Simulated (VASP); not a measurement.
A run of VASP 6.6.1 is set up as follows.

INCAR

```
PREC     = Accurate       # precision mode
ENCUT    = 520            # plane-wave cutoff, eV
EDIFF    = 1E-7           # SCF threshold, eV
ISMEAR   = 0              # smearing method
SIGMA    = 0.05           # smearing width, eV
LREAL    = False          # projectors in reciprocal space
LASPH    = True           # aspherical terms in the spheres
NELM     = 100            # most SCF steps
ALGO     = Normal         # electronic algorithm
ISIF     = 2              # what is computed and relaxed
LWAVE    = False          # write WAVECAR
LCHARG   = False          # write CHGCAR
GGA      = PE             # functional
NBANDS   = 11             # bands
```

Contents of KPOINTS:

```
Automatic mesh
0
Gamma
  10 10 10
```

The input POSCAR:

```
AlN
1.0
    0.1714017290      2.1768821771      2.1768821771
    2.1768821771      0.1714017290      2.1768821771
    2.1768821771      2.1768821771      0.1714017290
Al N
1 1
Direct
    0.5000000000      0.5000000000      0.5000000000
    0.0000000000      0.0000000000      0.0000000000
```

Potentials or basis: VASP PAW PBE potentials, release 64 (Al, N).

Command:

```sh
$ cat potpaw_PBE.64/Al/POTCAR potpaw_PBE.64/N/POTCAR > POTCAR
$ mpirun -np 1 vasp_std > vasp.out
```

(1) Predict the pressure.

(2) Predict the band gap on the k mesh.

Results:

(1) -15.3 GPa.

(2) 2.44 eV, indirect (least direct gap 2.97 eV).
